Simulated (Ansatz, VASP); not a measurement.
Li2S in VASP and in Ansatz

```
Li S
1.0
     0.00000    2.85400    2.85400
     2.85400    0.00000    2.85400
     2.85400    2.85400    0.00000
Li S
2 1
Direct
  0.25000 0.25000 0.25000
  0.75000 0.75000 0.75000
  0.00000 0.00000 0.00000
```

Alike in both runs: task single point; functional BLYP; k mesh 8 × 8 × 8; occupations gaussian, width 0.05 eV; no spin polarisation.

|  | VASP | Ansatz |
| --- | --- | --- |
| version | VASP 6.6.1 | Ansatz 0.2.0 |
| potentials or method | VASP PAW PBE potentials, release 64 (Li_sv, S), cutoff 750 eV | scalar-relativistic, plane waves, PAW |
| valence electrons in the cell | 12 | 12 |

Ansatz gave:

| Quantity | Value |
| --- | --- |
| gap on the k mesh at the Fermi level (eV) | 3.63 |
| least direct gap on the mesh (eV) | 4.47 |
| pressure (GPa) | 1.1 |

**Question.** Which values does VASP return?

**Answer.** gap on the k mesh at the Fermi level (eV): 3.64; least direct gap on the mesh (eV): 4.48; pressure (GPa): 1.1.

VASP's potentials were made for PBE, not for BLYP.
